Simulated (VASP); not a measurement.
Input of a VASP 6.6.1 run:

File INCAR:

```
SYSTEM = Cu
PREC = Accurate
ENCUT = 520
EDIFF = 1E-6
ISMEAR = 0
SIGMA = 0.1
LREAL = .False.
LASPH = .True.
NELM = 60
ALGO = Fast
ISIF = 2
LWAVE = .False.
LCHARG = .False.
GGA = CA
NBANDS = 12
```

KPOINTS

```
regular mesh
0
Gamma
  20 20 20
  0 0 0
```

The input POSCAR:

```
Cu
1.0
    0.0000000000      1.7591151948      1.7591151948
    1.7591151948      0.0000000000      1.7591151948
    1.7591151948      1.7591151948      0.0000000000
Cu
1
Direct
    0.0000000000      0.0000000000      0.0000000000
```

Potentials or basis: VASP PAW LDA potentials, release 64 (Cu).

Run with:

```console
$ cat potpaw_LDA.64/Cu/POTCAR > POTCAR
$ mpirun -np 1 vasp_std > vasp.out
```

Task: Estimate the band gap on the k mesh.

Result: Zero (an odd number of electrons rules out a gap without spin polarisation).

Task: What does it give for the pressure?

Result: 1.1 GPa.
